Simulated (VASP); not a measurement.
A run of VASP 6.6.1:

File INCAR:

```
SYSTEM = Ge
PREC     = Accurate       ! precision mode
ENCUT    = 520            ! plane-wave cutoff, eV
EDIFF    = 1E-7           ! SCF threshold, eV
ISMEAR   = 0              ! smearing method
SIGMA    = 0.15           ! smearing width, eV
LREAL    = .FALSE.        ! projectors in reciprocal space
LASPH    = .TRUE.         ! aspherical terms in the spheres
NELM     = 80             ! most SCF steps
ALGO     = Fast           ! electronic algorithm
ISIF     = 2              ! what is computed and relaxed
LWAVE    = .FALSE.        ! write WAVECAR
LCHARG   = .FALSE.        ! write CHGCAR
GGA      = PS             ! functional
NBANDS   = 21             ! bands
```

File KPOINTS:

```
Automatic mesh
0
G
  18 18 18
  0 0 0
```

File POSCAR:

```
Ge
1.0
    0.0000000000      2.8804489374      2.9230171483
    2.8804489374      0.0000000000      2.9230171483
    2.8804489374      2.8804489374      0.0000000000
Ge
2
Direct
    0.5000000000      0.5000000000      0.5000000000
    0.7500000000      0.7500000000      0.7500000000
```

Potentials or basis: VASP PAW PBE potentials, release 64 (Ge_d).

The run is started by

```console
$ cat potpaw_PBE.64/Ge_d/POTCAR > POTCAR
$ mpirun -np 1 vasp_std > vasp.out
```

Hardware: 1 thread of Oxide Virtual Turin-like Processor, on a shared host.

Task: Estimate the wall time of this run.

Result: It took 9.3 min on 1 thread of Oxide Virtual Turin-like Processor, with other jobs on the host, peak memory 0.44 GiB. Counts: scf iterations 15, k points 480.
